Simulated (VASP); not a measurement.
Na, 1 atom in the cell. Symmetry: Im-3m, No. 229, cubic system. The conventional cell has a = 4.249 Å, b = 4.249 Å, c = 4.249 Å, α = 90.00°, β = 90.00°, γ = 90.00°. Within 4.8 Å of Na (site symmetry m-3m) lie 14 Na at 3.68 to 4.25 Å.  This cell differs from its parent crystal: volume scaled by 1.01.

| Property | Result |
| --- | --- |
| Program | VASP 6.6.1 |
| Task | electric field gradients |
| Functional | PBEsol |
| Potentials or basis | VASP PAW PBE potentials, release 64 (Na_pv) |
| Cutoff | 520 eV |
| k mesh | 11 × 11 × 11 |
| Occupations | fermi-dirac, width 0.03 eV |
| Spin | no spin polarisation |
| Dipole correction | no |
| Further INCAR settings | ALGO = Normal; EDIFF = 1e-08; NBANDS = 10 |

Potentials or basis: VASP PAW PBE potentials, release 64 (Na_pv).

The run is started by

```sh
$ cat potpaw_PBE.64/Na_pv/POTCAR > POTCAR
$ mpirun -np 1 vasp_std > vasp.out
```

Hardware: 1 thread of Intel Xeon 6975P-C, on a shared host.

**Question.** Estimate the wall time of this run.

**Answer.** It took 13 s on 1 thread of Intel Xeon 6975P-C, on a shared host, peak memory 0.15 GiB. Counts: scf iterations 11, k points 56.
